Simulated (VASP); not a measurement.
Set up this calculation in VASP 6.6.1, as the native input.

| Property | Result |
| --- | --- |
| Task | single point |
| Functional | r2SCAN |
| Potentials or basis | VASP PAW PBE potentials, release 64 (C, Ca_sv) |
| Cutoff | 520 eV |
| k mesh | 4 × 4 × 4 |
| Occupations | gaussian, width 0.01 eV |
| Spin | no spin polarisation |
| Dipole correction | no |
| Further INCAR settings | ALGO = Normal; EDIFF = 1e-06; NBANDS = 19 |

Ca2C:

```
C Ca
1.0
     0.00000    3.12858    3.12858
     3.12858    0.00000    3.12858
     3.12858    3.12858    0.00000
C Ca
1 2
Direct
  0.00000 0.00000 0.00000
  0.25000 0.25000 0.25000
  0.75000 0.75000 0.75000
```

The input as run:

POSCAR

```
Ca2C
1.0
    0.0000000000      3.1285803966      3.1285803966
    3.1285803966      0.0000000000      3.1285803966
    3.1285803966      3.1285803966      0.0000000000
C Ca
1 2
Direct
    0.0000000000      0.0000000000      0.0000000000
    0.2500000000      0.2500000000      0.2500000000
    0.7500000000      0.7500000000      0.7500000000
```

INCAR.step1

```
PREC = Accurate
ENCUT = 520
ISMEAR = 0
SIGMA = 0.01
LREAL = False
LASPH = True
NELM = 60
NBANDS = 19
GGA = PE
ALGO = Normal
EDIFF = 1E-4
LWAVE = True
LCHARG = False
```

INCAR.step2

```
PREC = Accurate
ENCUT = 520
EDIFF = 1E-6
ISMEAR = 0
SIGMA = 0.01
LREAL = False
LASPH = True
NELM = 60
ALGO = Normal
ISIF = 2
LWAVE = False
LCHARG = False
METAGGA = R2SCAN
LMIXTAU = True
NBANDS = 19
ISTART = 1
```

KPOINTS

```
Automatic mesh
0
Gamma
  4 4 4
```

Potentials or basis: VASP PAW PBE potentials, release 64 (C, Ca_sv).

The run is started by

```sh
$ cat potpaw_PBE.64/C/POTCAR potpaw_PBE.64/Ca_sv/POTCAR > POTCAR
$ cp INCAR.step1 INCAR
$ mpirun -np 1 vasp_std > vasp.out
$ cp INCAR.step2 INCAR
$ mpirun -np 1 vasp_std > vasp.out
```

Results of the run:

The pressure is 0.4 GPa and the band gap on the k mesh is 0.40 eV.

Caveat: the k points lie up to 0.43 Å⁻¹ apart; the structure was generated, so it needn't be the stable form of Ca2C; semilocal functionals underestimate gaps, and a narrow one can read as zero; the PAW data sets were made with another functional, which shifts forces and pressure a little.

Wall time 65 s on 1 thread of AMD EPYC 7R13 Processor (Zen 3) (shared host), peak memory 0.19 GiB.
